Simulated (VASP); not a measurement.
The system is CdS.

```
Cd S
1.0
     0.00000    2.73477    2.73477
     2.73477    0.00000    2.73477
     2.73477    2.73477    0.00000
Cd S
1 1
Cartesian
  0.0000 0.0000 0.0000
  2.7348 2.7348 2.7348
```

Base run:

```yaml
Program: VASP 6.6.1
Functional: HSE06
Potentials_or_basis: VASP PAW PBE potentials, release 64 (Cd, S)
Cutoff: 520 eV
k_mesh: 6 × 6 × 6
Occupations: fermi-dirac, width 0.05 eV
Spin: no spin polarisation
```

Its results: band gap on the k mesh 1.23 eV (least direct gap 2.68 eV); pressure -0.3 GPa.

Q: The run is repeated on the same cell with these changes: functional from HSE06 to PBE0; k mesh from 6 × 6 × 6 to 4 × 4 × 4. What comes out?

A: Band gap on the k mesh 1.95 eV (least direct gap 3.43 eV); pressure -0.3 GPa.

Several settings changed at once.

Caveats: some runs use coarse meshes; the PAW data sets were made with another functional, which shifts forces and pressure a little.

A k mesh can miss the band edges.
